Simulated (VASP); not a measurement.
# Cu (I4/mmm) in VASP: further runs, part 2 of 2

VASP 6.6.1.

### Step 4. Single point, r2SCAN

POSCAR

```
Cu
1.0
   -1.4476911077      1.4476911077      1.3693140242
    1.4476911077     -1.4476911077      1.3693140242
    1.4476911077      1.4476911077     -1.3693140242
Cu
1
Direct
    0.0000000000      0.0000000000      0.0000000000
```

INCAR.step1

```
SYSTEM = Cu
PREC     = Accurate       ! precision mode
ENCUT    = 520            ! plane-wave cutoff, eV
ISMEAR   = 0              ! smearing method
SIGMA    = 0.1            ! smearing width, eV
LREAL    = .FALSE.        ! projectors in reciprocal space
LASPH    = .TRUE.         ! aspherical terms in the spheres
NELM     = 60             ! most SCF steps
NBANDS   = 12             ! bands
GGA      = PE             ! functional
ALGO     = Normal         ! electronic algorithm
EDIFF    = 1E-4           ! SCF threshold, eV
LWAVE    = .TRUE.         ! write WAVECAR
LCHARG   = .FALSE.        ! write CHGCAR
```

INCAR.step2

```
SYSTEM = Cu
PREC     = Accurate       ! precision mode
ENCUT    = 520            ! plane-wave cutoff, eV
EDIFF    = 1E-6           ! SCF threshold, eV
ISMEAR   = 0              ! smearing method
SIGMA    = 0.1            ! smearing width, eV
LREAL    = .FALSE.        ! projectors in reciprocal space
LASPH    = .TRUE.         ! aspherical terms in the spheres
NELM     = 60             ! most SCF steps
ALGO     = Normal         ! electronic algorithm
ISIF     = 2              ! what is computed and relaxed
LWAVE    = .FALSE.        ! write WAVECAR
LCHARG   = .FALSE.        ! write CHGCAR
METAGGA  = R2SCAN         ! meta-GGA
LMIXTAU  = .TRUE.       
NBANDS   = 12             ! bands
ISTART   = 1
```

KPOINTS

```
Automatic mesh
0
G
  20 20 20
  0 0 0
```

Potentials or basis: VASP PAW PBE potentials, release 64 (Cu).

Launch:

```sh
$ cat potpaw_PBE.64/Cu/POTCAR > POTCAR
$ cp INCAR.step1 INCAR
$ mpirun -np 1 vasp_std > vasp.out
$ cp INCAR.step2 INCAR
$ mpirun -np 1 vasp_std > vasp.out
```

OUTCAR:

```text
SYSTEM = Cu
   PREC = Accurate
   ENCUT = 520
   EDIFF = 1E-6
   ISMEAR = 0
   LREAL = .FALSE.
   LASPH = .TRUE.
   NELM = 60
   ISIF = 2
   METAGGA = R2SCAN
   ISTART = 1

 ion  position               nearest neighbor table
   1  0.000  0.000  0.000-

  LATTYP: Found a body centered tetragonal cell.
 ALAT       =     2.8953822154
 C/A-ratio  =     0.9458606307

  Lattice vectors:

 A1 = (  -1.4476911077,   1.4476911077,   1.3693140242)
 A2 = (   1.4476911077,  -1.4476911077,   1.3693140242)
 A3 = (   1.4476911077,   1.4476911077,  -1.3693140242)

Analysis of symmetry for initial positions (statically):
=====================================================================
 Subroutine PRICEL returns:
 Original cell was already a primitive cell.

 Routine SETGRP: Setting up the symmetry group for a
 body centered tetragonal supercell.

 Subroutine GETGRP returns: Found 16 space group operations
 (whereof 16 operations were pure point group operations)
 out of a pool of 16 trial point group operations.

The static configuration has the point symmetry D_4h.

Analysis of symmetry for dynamics (positions and initial velocities):
=====================================================================
 Subroutine PRICEL returns:
 Original cell was already a primitive cell.

 Routine SETGRP: Setting up the symmetry group for a
 body centered tetragonal supercell.

 Subroutine GETGRP returns: Found 16 space group operations
 (whereof 16 operations were pure point group operations)
 out of a pool of 16 trial point group operations.

The dynamic configuration has the point symmetry D_4h.

 Subroutine INISYM returns: Found 16 space group operations
 (whereof 16 operations are pure point group operations),
 and found     1 'primitive' translations

----------------------------------------------------------------------------------------

                                     Primitive cell

  volume of cell :      11.4793

  direct lattice vectors                    reciprocal lattice vectors
    -1.447691108  1.447691108  1.369314024     0.000000000  0.345377545  0.365146337
     1.447691108 -1.447691108  1.369314024     0.345377545  0.000000000  0.365146337
     1.447691108  1.447691108 -1.369314024     0.345377545  0.345377545  0.000000000

  length of vectors
     2.463055010  2.463055010  2.463055010     0.502610680  0.502610680  0.488437608

  position of ions in fractional coordinates (direct lattice)
     0.000000000  0.000000000  0.000000000

  ion indices of the primitive-cell ions
   primitive index   ion index
                 1           1

----------------------------------------------------------------------------------------

 KPOINTS: Automatic mesh

Automatic generation of k-mesh.
 Grid dimensions read from file:
 generate k-points for:   20   20   20

 Generating k-lattice:

  Cartesian coordinates                     Fractional coordinates (reciprocal lattice)
     0.000000000  0.017268877  0.018257317     0.050000000 -0.000000000  0.000000000
     0.017268877  0.000000000  0.018257317    -0.000000000  0.050000000  0.000000000
     0.017268877  0.017268877  0.000000000     0.000000000  0.000000000  0.050000000

  Length of vectors
     0.025130534  0.025130534  0.024421880

  Shift w.r.t. Gamma in fractional coordinates (k-lattice)
     0.000000000  0.000000000  0.000000000

 Subroutine IBZKPT returns following result:
 ===========================================

 Found    641 irreducible k-points:

 Following reciprocal coordinates:
            Coordinates               Weight
  0.000000  0.000000  0.000000      1.000000
  0.050000  0.000000 -0.000000      8.000000
  0.100000 -0.000000  0.000000      8.000000
  0.150000 -0.000000  0.000000      8.000000
  0.200000 -0.000000  0.000000      8.000000
  0.250000 -0.000000  0.000000      8.000000
[... 16 lines left out ...]
 -0.400000  0.050000  0.000000     16.000000
 -0.350000  0.050000 -0.000000     16.000000
 [... further k-points ...]
   k-points           NKPTS =    641   k-points in BZ     NKDIM =    641   number of bands    NBANDS=     12
   number of dos      NEDOS =    301   number of ions     NIONS =      1
   total plane-waves  NPLWV =   5832
   dimension x,y,z NGX =    18 NGY =   18 NGZ =   18
   dimension x,y,z NGXF=    36 NGYF=   36 NGZF=   36
   ions per type =               1
   NGX,Y,Z   is equivalent  to a cutoff of  12.15, 12.15, 12.15 a.u.
   NGXF,Y,Z  is equivalent  to a cutoff of  24.30, 24.30, 24.30 a.u.
 SYSTEM =  Cu
   PREC   = accura    normal or accurate (medium, high low for compatibility)
   ISTART =      1    job   : 0-new  1-cont  2-samecut
   ICHARG =      0    charge: 1-file 2-atom 10-const
   ISPIN  =      1    spin polarized calculation?
   LNONCOLLINEAR =      F non collinear calculations
   LSORBIT =      F    spin-orbit coupling
   LASPH  =      T    aspherical Exc in radial PAW
   ENCUT  =  520.0 eV  38.22 Ry    6.18 a.u.   4.58  4.58  4.58*2*pi/ulx,y,z
   NELM   =     60;   NELMIN=  2; NELMDL=  0     # of ELM steps
   EDIFF  = 0.1E-05   stopping-criterion for ELM
   LREAL  =      F    real-space projection
[... 7 lines left out ...]
   TEBEG  =    0.0;   TEEND  =   0.0 temperature during run
   PSTRESS=    0.0 pullay stress
   NELECT =      11.0000    total number of electrons
   NUPDOWN=      -1.0000    fix difference up-down
   EMIN   =  10.00;   EMAX   =-10.00  energy-range for DOS
   EFERMI =   0.00;   METHOD = LEGACY
   ISMEAR =     0;   SIGMA  =   0.10  broadening in eV -4-tet -1-fermi 0-gaus
   EFERMI_NEDOS =   21; number of points for ismear=-14 and -15
   IALGO  =     38    algorithm
   IMIX   =      4    mixing-type and parameters
     AMIX     =   0.40;   BMIX     =  1.00
     AMIX_MAG =   1.60;   BMIX_MAG =  1.00
  volume/ion in A,a.u.               =      11.48        77.47
  Fermi-wavevector in a.u.,A,eV,Ry     =   1.613990  3.049998 35.442672  2.604963
  Thomas-Fermi vector in A             =   2.708971
   LORBIT       =      0    0 simple, 1 ext, 2 COOP (PROOUT), +10 PAW based schemes
   METAGGA = R2SCAN    functional components
   LHFCALC =     F    Hartree Fock is set to
   AEXX    =    0.0000 exact exchange contribution
   IVDW    =     0    specifies the selected vdW correction
   LEPSILON=     F    determine dielectric tensor
   LRPA    =     F    only Hartree local field effects (RPA)
 non-spin polarized calculation
 Gauss-broadening in eV      SIGMA  =   0.10
  energy-cutoff  :      520.00
  volume of cell :       11.48
 maximum number of plane-waves:       325
   NGX =  9   NGY =  9   NGZ =  9

 number of electron      11.0000002 magnetization

 Free energy of the ion-electron system (eV)
  ---------------------------------------------------
  ext. energy  EPLUGINS =         0.00000000
  ---------------------------------------------------
  free energy    TOTEN  =       -10.78968710 eV

  energy without entropy =      -10.78740163  energy(sigma->0) =      -10.78854436

 E-fermi :   7.7469     XC(G=0): -13.9411

 val. band max:        7.7431214856   @ k =   0.3000   0.1000   0.1000
 cond. band min:       7.7481740263   @ k =  -0.2500   0.4000   0.2000
 fundamental gap:      0.0050525406
 Fermi energy:         7.7469315571

 k-point     1 :       0.0000    0.0000    0.0000
  band No.  band energies     occupation
      1      -2.1397      2.00000
      2       4.2984      2.00000
      3       4.5275      2.00000
      4       4.5277      2.00000
      5       5.3585      2.00000
      6       5.5985      2.00000
      7      33.4702      0.00000
      8      33.4703      0.00000
      9      35.0522      0.00000
     10      37.7747      0.00000
     11      38.0202      0.00000
     12      38.0203      0.00000

 k-point     2 :       0.0500    0.0000   -0.0000
  band No.  band energies     occupation
      1      -2.0352      2.00000
      2       4.3071      2.00000
      3       4.5246      2.00000
      4       4.5376      2.00000
      5       5.3595      2.00000
      6       5.5829      2.00000
      7      32.8751      0.00000
      8      33.1805      0.00000
      9      34.1855      0.00000
     10      36.5047      0.00000
     11      36.8750      0.00000
     12      37.3244      0.00000
[... 316 lines left out ...]
 k-point    24 :      -0.3500    0.0500   -0.0000
  band No.  band energies     occupation
      1       1.5450      2.00000
      2       3.8154      2.00000
      3       4.5500      2.00000
      4       5.4406      2.00000
      5       5.5728      2.00000
      6       5.8242      2.00000
      7      18.7727      0.00000
      8      26.0258      0.00000
      9      27.7313      0.00000
     10      31.1852      0.00000
     11      34.3234      0.00000
     12      41.5654      0.00000

 [... further k-points ...]
[... 5 lines left out ...]
  --------------------------------------------------------------------------------------
  -------------------------------------------------------------------------------------
  Total        0.0517131      0.0517131      0.0433515      0.0000000     -0.0000000      0.0000000
  in kB        7.2176586      7.2176586      6.0506159      0.0000000     -0.0000000      0.0000000
  external PRESSURE =       6.8286444 kB  Pullay stress =       0.0000000 kB

 VOLUME and BASIS-vectors are now :
 -----------------------------------------------------------------------------
  energy-cutoff  :      520.00
  volume of cell :       11.48
      direct lattice vectors                 reciprocal lattice vectors
    -1.447691108  1.447691108  1.369314024     0.000000000  0.345377545  0.365146337
     1.447691108 -1.447691108  1.369314024     0.345377545  0.000000000  0.365146337
     1.447691108  1.447691108 -1.369314024     0.345377545  0.345377545  0.000000000

 POSITION                                       TOTAL-FORCE (eV/Angst)
 -----------------------------------------------------------------------------------
      0.00000      0.00000      0.00000         0.000000     -0.000000      0.000000
 -----------------------------------------------------------------------------------
    total drift:                                0.000000     -0.000000      0.000000

  FREE ENERGIE OF THE ION-ELECTRON SYSTEM (eV)
  ---------------------------------------------------
  free  energy   TOTEN  =       -10.7896870953 eV

  energy  without entropy=      -10.7874016279  energy(sigma->0) =      -10.78854436
```

It took 2.2 min on 1 thread of AMD EPYC 9R45 (Zen 5), shared host; peak memory 0.16 GiB.

What came out:

- Free energy: -10.7897 eV
- Pressure: 0.7 GPa

Caveat: the PAW data sets were made with another functional, which shifts forces and pressure a little.

### Step 5. Single point, r2SCAN

This run uses another cell than the first one: it holds 2 atoms, not 1.

POSCAR

```
Cu
1.0
   -1.4476911077      1.4476911077      1.3693140242
    1.4476911077     -1.4476911077      1.3693140242
    2.8953822153      2.8953822153      0.0000000000
Cu
2
Direct
    0.0000000000      0.0000000000      0.0000000000
    0.5000000000      0.5000000000      0.5000000000
```

INCAR.step1

```
PREC     = Accurate       # precision mode
ENCUT    = 520            # plane-wave cutoff, eV
ISMEAR   = 0              # smearing method
SIGMA    = 0.15           # smearing width, eV
LREAL    = False          # projectors in reciprocal space
LASPH    = True           # aspherical terms in the spheres
NELM     = 60             # most SCF steps
NBANDS   = 18             # bands
GGA      = PE             # functional
ALGO     = Normal         # electronic algorithm
EDIFF    = 1E-4           # SCF threshold, eV
LWAVE    = True           # write WAVECAR
LCHARG   = False          # write CHGCAR
```

INCAR.step2

```
PREC     = Accurate       # precision mode
ENCUT    = 520            # plane-wave cutoff, eV
EDIFF    = 1E-7           # SCF threshold, eV
ISMEAR   = 0              # smearing method
SIGMA    = 0.15           # smearing width, eV
LREAL    = False          # projectors in reciprocal space
LASPH    = True           # aspherical terms in the spheres
NELM     = 60             # most SCF steps
ALGO     = Normal         # electronic algorithm
ISIF     = 2              # what is computed and relaxed
LWAVE    = False          # write WAVECAR
LCHARG   = False          # write CHGCAR
METAGGA  = R2SCAN         # meta-GGA
LMIXTAU  = True         
NBANDS   = 18             # bands
ISTART   = 1
```

KPOINTS

```
Automatic mesh
0
Gamma
  14 14 8
```

Potentials or basis: VASP PAW PBE potentials, release 64 (Cu).

Launch:

```sh
$ cat potpaw_PBE.64/Cu/POTCAR > POTCAR
$ cp INCAR.step1 INCAR
$ mpirun -np 1 vasp_std > vasp.out
$ cp INCAR.step2 INCAR
$ mpirun -np 1 vasp_std > vasp.out
```

OUTCAR:

```text
PREC = Accurate
   ENCUT = 520
   EDIFF = 1E-7
   ISMEAR = 0
   LREAL = False
   LASPH = True
   NELM = 60
   ISIF = 2
   METAGGA = R2SCAN
   ISTART = 1

 ion  position               nearest neighbor table
   1  0.000  0.000  0.000-   2 2.46   2 2.46   2 2.46   2 2.46
   2  0.500  0.500  0.500-   1 2.46   1 2.46   1 2.46   1 2.46

  LATTYP: Found a base centered orthorhombic cell.
 ALAT       =     2.7386280484
 B/A-ratio  =     1.4951606151
 C/A-ratio  =     1.4951606150

  Lattice vectors:

[... 211 lines left out ...]
      5       4.5242      2.00000
      6       4.5269      2.00000
[... 481 lines left out ...]
      5       4.2847      2.00000
      6       4.3936      2.00000
[... 10 lines left out ...]
     17      23.3921      0.00000
     18      27.6784      0.00000

 [... further k-points ...]
[... 5 lines left out ...]
  --------------------------------------------------------------------------------------
  -------------------------------------------------------------------------------------
  Total        0.1006607      0.1006607      0.0147404      0.0117987     -0.0000000     -0.0000000
  in kB        7.0246667      7.0246667      1.0286648      0.8233795     -0.0000000     -0.0000000
  external PRESSURE =       5.0259994 kB  Pullay stress =       0.0000000 kB

 VOLUME and BASIS-vectors are now :
 -----------------------------------------------------------------------------
  energy-cutoff  :      520.00
  volume of cell :       22.96
      direct lattice vectors                 reciprocal lattice vectors
    -1.447691108  1.447691108  1.369314024    -0.172688772  0.172688772  0.365146337
     1.447691108 -1.447691108  1.369314024     0.172688772 -0.172688772  0.365146337
     2.895382215  2.895382215  0.000000000     0.172688772  0.172688772  0.000000000

 POSITION                                       TOTAL-FORCE (eV/Angst)
 -----------------------------------------------------------------------------------
      0.00000      0.00000      0.00000        -0.000000     -0.000000     -0.000000
      1.44769      1.44769      1.36931         0.000000      0.000000      0.000000
 -----------------------------------------------------------------------------------
    total drift:                               -0.000000      0.000000     -0.000000

  FREE ENERGIE OF THE ION-ELECTRON SYSTEM (eV)
  ---------------------------------------------------
  free  energy   TOTEN  =       -21.5804822745 eV

  energy  without entropy=      -21.5724574331  energy(sigma->0) =      -21.57646985
```

OUTCAR.step1:

```text
PREC = Accurate
   ENCUT = 520
   ISMEAR = 0
   LREAL = False
   LASPH = True
[... 747 lines left out ...]
      0.00000      0.00000      0.00000        -0.000000     -0.000000     -0.000000
      1.44769      1.44769      1.36931         0.000000      0.000000      0.000000
 -----------------------------------------------------------------------------------
    total drift:                               -0.000000      0.000000     -0.000000

  FREE ENERGIE OF THE ION-ELECTRON SYSTEM (eV)
  ---------------------------------------------------
  free  energy   TOTEN  =        -7.3580092700 eV

  energy  without entropy=       -7.3497590694  energy(sigma->0) =       -7.35388417
```

It took 4 min on 1 thread of Intel Xeon 6975P-C, shared host; peak memory 0.21 GiB.

What came out:

| Item | Value |
| --- | --- |
| Free energy | -21.5805 eV |
| Pressure | 0.5 GPa |
| Band gap on the k mesh | zero (band 11 reaches 12.65 eV, above the bottom of band 12 at 5.56 eV) |

Caveat: the PAW data sets were made with another functional, which shifts forces and pressure a little.

### Step 6. Summary

```csv
cell,k mesh,smearing,gap on the mesh (eV),pressure (GPa)
"a = 2.461 Å, angles 108.2, 108.2, 112.0°, 1 atom",8 × 8 × 8,gaussian 0.1 eV,none,1.2
"a = 2.739, b = 2.895, c = 2.895 Å, 2 atoms",12 × 12 × 12,gaussian 0.15 eV,none,0.7
"a = 2.463 Å, angles 108.0, 108.0, 112.4°, 1 atom",20 × 20 × 20,gaussian 0.1 eV,none,0.7
"a = 2.463, b = 2.463, c = 4.095 Å, angles 90.0, 90.0, 112.4°, 2 atoms",14 × 14 × 8,gaussian 0.15 eV,none,0.5
```

Alike in all rows: task single point; level r2SCAN; potentials or basis VASP PAW PBE potentials, release 64 (Cu); no spin polarisation; cutoff (eV) 520.

Caveats: some runs use coarse meshes; the PAW data sets were made with another functional, which shifts forces and pressure a little.

Absolute energies hang on the potentials; compare differences alone.
